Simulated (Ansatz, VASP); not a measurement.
**Sr2CdP3 in VASP and in Ansatz**

```xyz
6
Lattice="5.2187 0.0000 0.0000 -2.6094 4.5196 0.0000 0.0000 0.0000 9.4152" Properties=species:S:1:pos:R:3 pbc="T T T"
Sr    0.0000    3.0130    4.7076
Sr    2.6094    1.5065    4.7076
Cd    0.0000    0.0000    0.0000
P     0.0000    0.0000    6.9979
P     0.0000    0.0000    2.4173
P     0.0000    0.0000    4.7076
```

Alike in both runs: functional PBE; k mesh 12 × 12 × 4; occupations gaussian, width 0.1 eV; no spin polarisation.

Ansatz relaxed the structure, and its values are those at the end. VASP's run is a single point on that final structure, the one shown.

|  | VASP | Ansatz |
| --- | --- | --- |
| version | VASP 6.6.1 | Ansatz 0.2.0 |
| potentials or method | VASP PAW PBE potentials, release 64 (Sr_sv, Cd, P), cutoff 520 eV | scalar-relativistic, plane waves, PAW |
| valence electrons in the cell | 47 | 55 |

|  | VASP | Ansatz | Ansatz less VASP |
| --- | --- | --- | --- |
| gap on the k mesh at the Fermi level (eV) | none | none | - |
| pressure (GPa) | 0.1 | 0.0 | -0.13 |
| rms of the force components (eV/Å) | 0.024 | 0.000 | -0.0240 |

A gap of «none» marks a metal or a gap that the smearing closes. VASP's potentials hold 47 valence electrons a cell and Ansatz's 55, so a difference there can come from the potentials and not from the codes.
